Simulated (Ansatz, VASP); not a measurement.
**One calculation of Ga, two programs**

The input INCAR:

```
SYSTEM = Ga
ALGO = Normal
EDIFF = 1E-6
ENCUT = 520
GGA = CA
ISIF = 2
ISMEAR = -1
LASPH = .TRUE.
LCHARG = .TRUE.
LELF = .TRUE.
LREAL = .FALSE.
LVHAR = .TRUE.
LWAVE = .FALSE.
NBANDS = 20
NELM = 80
PREC = Accurate
SIGMA = 0.1
```

KPOINTS

```
k-points
0
G
  17 17 11
  0 0 0
```

File POSCAR:

```
Ga
1.0
   -2.9061660772      2.5527019421      1.2993713875
    2.5527019421     -2.9061660772      1.2993713875
    2.6048391282      2.6048391282     -1.9467415984
Ga
2
Direct
    0.9916734366      0.0083265634      0.0000000000
    0.7583265634      0.2416734366      0.5000000000
```

Input for Ansatz:

```yaml
crystal:
  lattice:
    - [-2.9061660772, 2.5527019421, 1.2993713875]
    - [2.5527019421, -2.9061660772, 1.2993713875]
    - [2.6048391282, 2.6048391282, -1.9467415984]
  atoms:
    - { symbol: Ga, position: [0.9916734366, 0.0083265634, 0.0] }
    - { symbol: Ga, position: [0.7583265634, 0.2416734366, 0.5] }
hamiltonian:
  xc: lda
  pseudopotentials:
    kind: paw
    azcp:
      Ga: "pseudopotentials/Ga.paw.azcp"
basis:
  ecutwfc: 420
  fft_grid_basis: typed
kpoints:
  mp_grid: { grid: [17, 17, 11], shift: [0, 0, 0] }
magnetization:
  spin_polarized: false
scf:
  occupations: { method: fermi_dirac, width: 0.1 }
  lower_state_search: "off"
output:
  stress: true
  write_density: true
  write_potential: true
  elf: true
  volumetric_format: npy
```

Alike in both runs: task single point; functional LDA; k mesh 17 × 17 × 11; occupations fermi-dirac, width 0.1 eV; no spin polarisation.

|  | VASP | Ansatz |
| --- | --- | --- |
| version | VASP 6.6.1 | Ansatz 0.2.0 |
| potentials or method | VASP PAW LDA potentials, release 64 (Ga_d), cutoff 520 eV | plane waves (420 eV) with PAW, scalar-relativistic |
| valence electrons in the cell | 26 | 26 |

VASP gave:

* pressure (GPa): 3.3
* traceless stress, the component that is largest in VASP (GPa): 1.13

Problem. Which values does Ansatz return?

Solution. Pressure (GPa): 3.2; traceless stress, the component that is largest in VASP (GPa): 1.09.

Ansatz warns that its potentials were made for another functional, while VASP's fit it. LDA's correlation is that of Perdew and Zunger in VASP and of Perdew and Wang (1992) in Ansatz.
